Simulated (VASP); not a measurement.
# CdSnSe2 (P4/mmm) in VASP: a series of runs

Runs on CdSnSe2. Level: PBE. Tasks: single point, relaxation of cell and atoms.

Everything below comes from runs of VASP 6.6.1. Logs are shortened: lines on timing, memory, paths and dates and some standing lists are left out, and cuts for length are marked.

**1. The cell of the first run**

It takes space group P4/mmm (No. 123, tetragonal). Conventional cell: a = 5.710 Å, b = 5.710 Å, c = 3.066 Å, α = 90.00°, β = 90.00°, γ = 90.00°. Cd (site symmetry 4/mmm) has 2 Cd at 3.07 Å and 8 Se at 3.24 Å within 4.0 Å. Sn (site symmetry 4/mmm) has 4 Se at 2.85 Å and 2 Sn at 3.07 Å within 3.8 Å. Within 3.8 Å of Se (site symmetry mmm) lie 2 Sn at 2.85 Å and 2 Se at 3.07 Å and 4 Cd at 3.24 Å.

**2. Single point, PBE**

Input file INCAR:

```
SYSTEM = CdSnSe2
PREC = Accurate
ENCUT = 520
EDIFF = 1E-6
ISMEAR = 0
SIGMA = 0.1
LREAL = .FALSE.
LASPH = .TRUE.
NELM = 100
ALGO = Normal
ISIF = 2
LWAVE = .FALSE.
LCHARG = .FALSE.
GGA = PE
NBANDS = 27
```

Input file KPOINTS:

```
Automatic mesh
0
G
  8 8 14
  0 0 0
```

Input file POSCAR:

```
CdSnSe2
1.0
    5.7095387703      0.0000000000      0.0000000000
    0.0000000000      5.7095387703      0.0000000000
    0.0000000000      0.0000000000      3.0659400306
Cd Sn Se
1 1 2
Direct
    0.5000000000      0.5000000000      0.5000000000
    0.0000000000      0.0000000000      0.0000000000
    0.5000000000      0.0000000000      0.0000000000
    0.0000000000      0.5000000000      0.0000000000
```

Potentials or basis: VASP PAW PBE potentials, release 64 (Cd, Sn_d, Se).

The run is started by

```bash
$ cat potpaw_PBE.64/Cd/POTCAR potpaw_PBE.64/Sn_d/POTCAR potpaw_PBE.64/Se/POTCAR > POTCAR
$ mpirun -np 1 vasp_std > vasp.out
```

OUTCAR:

```text
SYSTEM = CdSnSe2
   PREC = Accurate
   ENCUT = 520
   EDIFF = 1E-6
   ISMEAR = 0
   LREAL = .FALSE.
   LASPH = .TRUE.
   NELM = 100
   ISIF = 2
   GGA = PE

 ion  position               nearest neighbor table
   1  0.500  0.500  0.500-   3 3.24   4 3.24   3 3.24   4 3.24   3 3.24   3 3.24   4 3.24   4 3.24

   2  0.000  0.000  0.000-   3 2.85   4 2.85   4 2.85   3 2.85
   3  0.500  0.000  0.000-   2 2.85   2 2.85   1 3.24   1 3.24   1 3.24   1 3.24
   4  0.000  0.500  0.000-   2 2.85   2 2.85   1 3.24   1 3.24   1 3.24   1 3.24

  LATTYP: Found a simple tetragonal cell.
 ALAT       =     5.7095387703
 C/A-ratio  =     0.5369855874

  Lattice vectors:

 A1 = (   5.7095387703,   0.0000000000,   0.0000000000)
 A2 = (   0.0000000000,   5.7095387703,   0.0000000000)
 A3 = (   0.0000000000,   0.0000000000,   3.0659400306)

Analysis of symmetry for initial positions (statically):
=====================================================================
 Subroutine PRICEL returns:
 Original cell was already a primitive cell.

 Routine SETGRP: Setting up the symmetry group for a
 simple tetragonal supercell.

 Subroutine GETGRP returns: Found 16 space group operations
 (whereof 16 operations were pure point group operations)
 out of a pool of 16 trial point group operations.

The static configuration has the point symmetry D_4h.

Analysis of symmetry for dynamics (positions and initial velocities):
=====================================================================
 Subroutine PRICEL returns:
 Original cell was already a primitive cell.

 Routine SETGRP: Setting up the symmetry group for a
 simple tetragonal supercell.

 Subroutine GETGRP returns: Found 16 space group operations
 (whereof 16 operations were pure point group operations)
 out of a pool of 16 trial point group operations.

The dynamic configuration has the point symmetry D_4h.

 Subroutine INISYM returns: Found 16 space group operations
 (whereof 16 operations are pure point group operations),
 and found     1 'primitive' translations

----------------------------------------------------------------------------------------

                                     Primitive cell

  volume of cell :      99.9461

  direct lattice vectors                    reciprocal lattice vectors
     5.709538770  0.000000000  0.000000000     0.175145496  0.000000000  0.000000000
     0.000000000  5.709538770  0.000000000     0.000000000  0.175145496  0.000000000
     0.000000000  0.000000000  3.065940031     0.000000000  0.000000000  0.326164240

  length of vectors
     5.709538770  5.709538770  3.065940031     0.175145496  0.175145496  0.326164240

  position of ions in fractional coordinates (direct lattice)
     0.500000000  0.500000000  0.500000000
     0.000000000  0.000000000  0.000000000
     0.500000000  0.000000000  0.000000000
     0.000000000  0.500000000  0.000000000

  ion indices of the primitive-cell ions
   primitive index   ion index
                 1           1
                 2           2
                 3           3
                 4           4

----------------------------------------------------------------------------------------

 KPOINTS: Automatic mesh

Automatic generation of k-mesh.
 Grid dimensions read from file:
 generate k-points for:    8    8   14

 Generating k-lattice:

  Cartesian coordinates                     Fractional coordinates (reciprocal lattice)
     0.021893187  0.000000000  0.000000000     0.125000000  0.000000000  0.000000000
     0.000000000  0.021893187  0.000000000     0.000000000  0.125000000  0.000000000
     0.000000000  0.000000000  0.023297446     0.000000000  0.000000000  0.071428571

  Length of vectors
     0.021893187  0.021893187  0.023297446

  Shift w.r.t. Gamma in fractional coordinates (k-lattice)
     0.000000000  0.000000000  0.000000000

 Subroutine IBZKPT returns following result:
 ===========================================

 Found    120 irreducible k-points:

 Following reciprocal coordinates:
            Coordinates               Weight
  0.000000  0.000000  0.000000      1.000000
  0.125000  0.000000  0.000000      4.000000
  0.250000  0.000000  0.000000      4.000000
  0.375000  0.000000  0.000000      4.000000
  0.500000  0.000000  0.000000      2.000000
  0.125000  0.125000  0.000000      4.000000
[... 16 lines left out ...]
  0.375000  0.125000  0.071429     16.000000
  0.500000  0.125000  0.071429      8.000000
 [... further k-points ...]
   k-points           NKPTS =    120   k-points in BZ     NKDIM =    120   number of bands    NBANDS=     27
   number of dos      NEDOS =    301   number of ions     NIONS =      4
   total plane-waves  NPLWV =  42336
   dimension x,y,z NGX =    42 NGY =   42 NGZ =   24
   dimension x,y,z NGXF=    84 NGYF=   84 NGZF=   48
   ions per type =               1   1   2
   NGX,Y,Z   is equivalent  to a cutoff of  12.23, 12.23, 13.01 a.u.
   NGXF,Y,Z  is equivalent  to a cutoff of  24.46, 24.46, 26.03 a.u.
 SYSTEM =  CdSnSe2
   PREC   = accura    normal or accurate (medium, high low for compatibility)
   ISTART =      0    job   : 0-new  1-cont  2-samecut
   ICHARG =      2    charge: 1-file 2-atom 10-const
   ISPIN  =      1    spin polarized calculation?
   LNONCOLLINEAR =      F non collinear calculations
   LSORBIT =      F    spin-orbit coupling
   LASPH  =      T    aspherical Exc in radial PAW
   ENCUT  =  520.0 eV  38.22 Ry    6.18 a.u.  10.62 10.62  5.70*2*pi/ulx,y,z
   NELM   =    100;   NELMIN=  2; NELMDL= -5     # of ELM steps
   EDIFF  = 0.1E-05   stopping-criterion for ELM
   LREAL  =      F    real-space projection
[... 7 lines left out ...]
   TEBEG  =    0.0;   TEEND  =   0.0 temperature during run
   PSTRESS=    0.0 pullay stress
   NELECT =      38.0000    total number of electrons
   NUPDOWN=      -1.0000    fix difference up-down
   EMIN   =  10.00;   EMAX   =-10.00  energy-range for DOS
   EFERMI =   0.00;   METHOD = LEGACY
   ISMEAR =     0;   SIGMA  =   0.10  broadening in eV -4-tet -1-fermi 0-gaus
   EFERMI_NEDOS =   21; number of points for ismear=-14 and -15
   IALGO  =     38    algorithm
   IMIX   =      4    mixing-type and parameters
     AMIX     =   0.40;   BMIX     =  1.00
     AMIX_MAG =   1.60;   BMIX_MAG =  1.00
  volume/ion in A,a.u.               =      24.99       168.62
  Fermi-wavevector in a.u.,A,eV,Ry     =   1.185989  2.241195 19.137557  1.406571
  Thomas-Fermi vector in A             =   2.322172
   LORBIT       =      0    0 simple, 1 ext, 2 COOP (PROOUT), +10 PAW based schemes
   GGA     = PE    functional components
   LHFCALC =     F    Hartree Fock is set to
   AEXX    =    0.0000 exact exchange contribution
   IVDW    =     0    specifies the selected vdW correction
   LEPSILON=     F    determine dielectric tensor
   LRPA    =     F    only Hartree local field effects (RPA)
 non-spin polarized calculation
 Gauss-broadening in eV      SIGMA  =   0.10
  energy-cutoff  :      520.00
  volume of cell :       99.95
 maximum number of plane-waves:      2720
   NGX = 21   NGY = 21   NGZ = 11

 number of electron      37.9999993 magnetization

 Free energy of the ion-electron system (eV)
  ---------------------------------------------------
  ext. energy  EPLUGINS =         0.00000000
  ---------------------------------------------------
  free energy    TOTEN  =       -11.99047821 eV

  energy without entropy =      -11.97897331  energy(sigma->0) =      -11.98472576

 E-fermi :   4.6432     XC(G=0):  -9.9580

 val. band max:        4.6266069770   @ k =   0.3750   0.1250   0.0000
 cond. band min:       4.6440043256   @ k =   0.1250   0.1250   0.1429
 fundamental gap:      0.0173973486
 Fermi energy:         4.6432066699

 k-point     1 :       0.0000    0.0000    0.0000
  band No.  band energies     occupation
      1     -17.1730      2.00000
      2     -17.1038      2.00000
      3     -17.0641      2.00000
      4     -16.9444      2.00000
      5     -16.9444      2.00000
      6      -9.4957      2.00000
[... 19 lines left out ...]
     26      12.1941      0.00000
     27      12.8218      0.00000

 k-point     2 :       0.1250    0.0000    0.0000
  band No.  band energies     occupation
      1     -17.1728      2.00000
      2     -17.1031      2.00000
      3     -17.0641      2.00000
      4     -16.9445      2.00000
      5     -16.9444      2.00000
      6      -9.4613      2.00000
[... 19 lines left out ...]
     26      12.2491      0.00000
     27      12.7147      0.00000

 k-point     3 :       0.2500    0.0000    0.0000
  band No.  band energies     occupation
      1     -17.1724      2.00000
      2     -17.1014      2.00000
      3     -17.0643      2.00000
      4     -16.9445      2.00000
      5     -16.9444      2.00000
      6      -9.3624      2.00000
[... 19 lines left out ...]
     26      12.3842      0.00000
     27      12.4817      0.00000

 k-point     4 :       0.3750    0.0000    0.0000
  band No.  band energies     occupation
      1     -17.1720      2.00000
      2     -17.0998      2.00000
      3     -17.0644      2.00000
      4     -16.9446      2.00000
      5     -16.9444      2.00000
      6      -9.2132      2.00000
[... 19 lines left out ...]
     26      12.3389      0.00000
     27      12.5999      0.00000

 k-point     5 :       0.5000    0.0000    0.0000
  band No.  band energies     occupation
      1     -17.1719      2.00000
      2     -17.0990      2.00000
      3     -17.0645      2.00000
      4     -16.9446      2.00000
      5     -16.9444      2.00000
      6      -9.0546      2.00000
[... 19 lines left out ...]
     26      12.8509      0.00000
     27      12.9509      0.00000

 k-point     6 :       0.1250    0.1250    0.0000
  band No.  band energies     occupation
      1     -17.1726      2.00000
      2     -17.1024      2.00000
      3     -17.0642      2.00000
      4     -16.9445      2.00000
      5     -16.9445      2.00000
      6      -9.4280      2.00000
[... 444 lines left out ...]
      1     -17.1567      2.00000
      2     -17.1016      2.00000
      3     -17.0636      2.00000
      4     -16.9502      2.00000
      5     -16.9502      2.00000
      6      -9.3716      2.00000
[... 19 lines left out ...]
     26      11.7389      0.00000
     27      13.1117      0.00000

 k-point    22 :       0.2500    0.1250    0.0714
  band No.  band energies     occupation
      1     -17.1562      2.00000
      2     -17.1000      2.00000
      3     -17.0637      2.00000
      4     -16.9503      2.00000
      5     -16.9502      2.00000
      6      -9.2775      2.00000
[... 19 lines left out ...]
     26      11.6012      0.00000
     27      13.1407      0.00000

 k-point    23 :       0.3750    0.1250    0.0714
  band No.  band energies     occupation
      1     -17.1558      2.00000
      2     -17.0983      2.00000
      3     -17.0639      2.00000
      4     -16.9504      2.00000
      5     -16.9502      2.00000
      6      -9.1364      2.00000
[... 19 lines left out ...]
     26      12.0128      0.00000
     27      13.2659      0.00000

 k-point    24 :       0.5000    0.1250    0.0714
  band No.  band energies     occupation
      1     -17.1557      2.00000
      2     -17.0976      2.00000
      3     -17.0639      2.00000
      4     -16.9504      2.00000
      5     -16.9502      2.00000
      6      -8.9874      2.00000
[... 19 lines left out ...]
     26      12.9436      0.00000
     27      13.1573      0.00000

 [... further k-points ...]
[... 5 lines left out ...]
  --------------------------------------------------------------------------------------
  -------------------------------------------------------------------------------------
  Total        0.0422460      0.0422460      0.0213142      0.0000000      0.0000000      0.0000000
  in kB        0.6772211      0.6772211      0.3416757      0.0000000      0.0000000      0.0000000
  external PRESSURE =       0.5653726 kB  Pullay stress =       0.0000000 kB

 VOLUME and BASIS-vectors are now :
 -----------------------------------------------------------------------------
  energy-cutoff  :      520.00
  volume of cell :       99.95
      direct lattice vectors                 reciprocal lattice vectors
     5.709538770  0.000000000  0.000000000     0.175145496  0.000000000  0.000000000
     0.000000000  5.709538770  0.000000000     0.000000000  0.175145496  0.000000000
     0.000000000  0.000000000  3.065940031     0.000000000  0.000000000  0.326164240

 POSITION                                       TOTAL-FORCE (eV/Angst)
 -----------------------------------------------------------------------------------
      2.85477      2.85477      1.53297         0.000000      0.000000      0.000000
      0.00000      0.00000      0.00000         0.000000      0.000000      0.000000
      2.85477      0.00000      0.00000         0.000000      0.000000      0.000000
      0.00000      2.85477      0.00000         0.000000      0.000000      0.000000
 -----------------------------------------------------------------------------------
    total drift:                                0.000000     -0.000000     -0.000000

  FREE ENERGIE OF THE ION-ELECTRON SYSTEM (eV)
  ---------------------------------------------------
  free  energy   TOTEN  =       -11.9904782095 eV

  energy  without entropy=      -11.9789733144  energy(sigma->0) =      -11.98472576
```

Run time: 2.7 min. Hardware: 1 thread of AMD EPYC 7R13 (Zen 3), shared host; peak memory 0.41 GiB.

Results:

```yaml
Free_energy: -11.9905 eV
Pressure: 0.1 GPa
Band_gap_on_the_k_mesh: zero (band 19 reaches 5.99 eV, above the bottom of band 20 at 3.32 eV)
```

Caveat: spin-orbit coupling is left out, which moves the levels of the heavy elements.

**3. Relaxation of cell and atoms, PBE**

This run uses another cell than the first one, of 24.88 Å³/atom, 0.996 times its volume.

Input file INCAR:

```
SYSTEM = CdSnSe2
ALGO = Normal ; EDIFF = 1E-7
EDIFFG = -0.01 ; ENCUT = 600
GGA = PE ; IBRION = 2
ISIF = 3 ; ISMEAR = 0
LASPH = .TRUE. ; LCHARG = .FALSE.
LREAL = .FALSE. ; LWAVE = .FALSE.
NELM = 100 ; NSW = 100
PREC = Accurate ; SIGMA = 0.1
```

Input file KPOINTS:

```
k-points
0
G
  8 8 14
  0 0 0
```

Input file POSCAR:

```
CdSnSe2
1.0
    5.6202022140      0.0000000000      0.0000000000
    0.0000000000      5.6202022140      0.0000000000
    0.0000000000      0.0000000000      3.1502367656
Cd Sn Se
1 1 2
Direct
    0.5000000000      0.5000000000      0.5000000000
    0.0000000000      0.0000000000      0.0000000000
    0.5000000000      0.0000000000      0.0000000000
    0.0000000000      0.5000000000      0.0000000000
```

Potentials or basis: VASP PAW PBE potentials, release 64 (Cd, Sn_d, Se).

The run is started by

```bash
$ cat potpaw_PBE.64/Cd/POTCAR potpaw_PBE.64/Sn_d/POTCAR potpaw_PBE.64/Se/POTCAR > POTCAR
$ mpirun -np 1 vasp_std > vasp.out
```

It took 17 min on 1 thread of AMD EPYC 7R13 (Zen 3), shared host; peak memory 0.5 GiB.

It converged, with:

| Quantity | Value |
| --- | --- |
| Free energy | -11.9900 eV |
| Relaxed volume | 25.00 Å³/atom |
| Relaxed cell | a = 5.708 Å, b = 5.708 Å, c = 3.069 Å, α = 90.00°, β = 90.00°, γ = 90.00° |
| Space group after relaxing (to 0.05 Å) | P4/mmm (No. 123) |
| Energy gained by relaxing | 6.0 meV/atom |
| Ionic steps | 8 |
| Pressure after relaxing | 0.0 GPa |
| Band gap on the k mesh | zero (band 19 reaches 5.97 eV, above the bottom of band 20 at 3.32 eV) |

Stress tensor (GPa, compression positive):
```
 0.05  0.00  0.00
 0.00  0.05  0.00
 0.00  0.00 -0.03
```

The path:
| step | energy change (eV) | largest force (eV/Å) | pressure (GPa) | volume (Å³) |
| --- | --- | --- | --- | --- |
| 1 | 0.0000 | 0.0000 | 0.43 | 99.51 |
| 2 | -0.0188 | 0.0000 | -0.19 | 100.46 |
| 3 | -0.0215 | 0.0000 | -0.43 | 100.89 |
| 4 | -0.0218 | 0.0000 | -0.49 | 101.03 |
| 5 | -0.0241 | 0.0000 | 0.06 | 99.91 |
| 6 | -0.0241 | 0.0000 | 0.06 | 99.92 |
| 7 | -0.0241 | 0.0000 | 0.05 | 99.94 |
| 8 | -0.0241 | 0.0000 | 0.03 | 99.99 |

Final structure:
```xyz
4
Lattice="5.7080 0.0000 0.0000 0.0000 5.7080 0.0000 0.0000 0.0000 3.0691" Properties=species:S:1:pos:R:3 pbc="T T T"
Cd    2.8540    2.8540    1.5345
Sn    0.0000    0.0000    3.0691
Se    2.8540    0.0000    3.0691
Se    0.0000    2.8540    0.0000
```

Levels at points of the mesh, in eV from the Fermi level:
```csv
k point,band 17,band 18,band 19,band 20,band 21,band 22
"(0.00, 0.00, 0.00)",-3.05,-3.05,1.02,1.54,3.80,5.32
"(0.50, 0.00, 0.00)",-1.39,-0.20,1.33,1.36,1.40,3.32
"(0.50, 0.50, 0.00)",-0.27,0.07,0.07,1.43,1.43,1.81
"(0.00, 0.00, 0.50)",-3.65,-1.41,-1.15,-1.15,0.90,1.91
"(0.50, 0.00, 0.50)",-2.63,-1.93,-1.52,0.53,0.64,2.33
"(0.50, 0.50, 0.50)",-2.87,-1.26,-0.79,-0.60,1.90,2.50
```

Caveat: spin-orbit coupling is left out, which moves the levels of the heavy elements.

**4. Single point, PBE**

This run uses another cell than the first one, of 24.88 Å³/atom, 0.996 times its volume.

Input file INCAR:

```
SYSTEM = CdSnSe2
PREC = Accurate ; ENCUT = 520
EDIFF = 1E-6 ; ISMEAR = 0
SIGMA = 0.1 ; LREAL = .False.
LASPH = .True. ; NELM = 100
ALGO = Normal ; ISIF = 2
LWAVE = .False. ; LCHARG = .False.
GGA = PE ; NBANDS = 27
```

Input file KPOINTS:

```
Automatic mesh
0
Gamma
  4 4 6
  0 0 0
```

POSCAR is that of step 3.

The run is started by

```bash
$ cat potpaw_PBE.64/Cd/POTCAR potpaw_PBE.64/Sn_d/POTCAR potpaw_PBE.64/Se/POTCAR > POTCAR
$ mpirun -np 1 vasp_std > vasp.out
```

Run time: 34 s. Hardware: 1 thread of AMD EPYC 7R13 (Zen 3), shared host; peak memory 0.2 GiB.

It converged, with:

- Free energy: -11.9863 eV
- Pressure: 0.1 GPa
- Band gap on the k mesh: zero (band 19 reaches 5.68 eV, above the bottom of band 20 at 3.32 eV)

Levels at points of the mesh, in eV from the Fermi level:
| k point | band 17 | band 18 | band 19 | band 20 | band 21 | band 22 |
| --- | --- | --- | --- | --- | --- | --- |
| (0.00, 0.00, 0.00) | -2.92 | -2.84 | 0.57 | 1.21 | 3.91 | 5.74 |
| (0.50, 0.00, 0.00) | -1.17 | -0.01 | 0.95 | 0.99 | 1.70 | 3.56 |
| (0.50, 0.50, 0.00) | 0.04 | 0.24 | 0.24 | 1.08 | 1.08 | 2.12 |
| (0.00, 0.00, 0.50) | -3.73 | -1.26 | -1.18 | -1.18 | 1.01 | 1.99 |
| (0.50, 0.00, 0.50) | -2.72 | -1.77 | -1.58 | 0.57 | 0.61 | 2.33 |
| (0.50, 0.50, 0.50) | -2.87 | -1.31 | -0.78 | -0.76 | 2.03 | 2.39 |

Caveat: spin-orbit coupling is left out, which moves the levels of the heavy elements.

**5. Summary**

| task | cell | k mesh | cutoff (eV) | gap on the mesh (eV) | pressure (GPa) |
| --- | --- | --- | --- | --- | --- |
| single point | a = 5.710, b = 5.710, c = 3.066 Å, 4 atoms | 8 × 8 × 14 | 520 | none | 0.1 |
| relaxation of cell and atoms | relaxed from a = 5.620, b = 5.620, c = 3.150 Å, 4 atoms | 8 × 8 × 14 | 600 | none | 0.0 |
| single point | a = 5.620, b = 5.620, c = 3.150 Å, 4 atoms | 4 × 4 × 6 | 520 | none | 0.1 |

Alike in all rows: level PBE; potentials or basis VASP PAW PBE potentials, release 64 (Cd, Sn_d, Se); no spin polarisation; smearing gaussian 0.1 eV.

Caveats: spin-orbit coupling is left out, which moves the levels of the heavy elements.

Absolute energies hang on the potentials; compare differences alone.
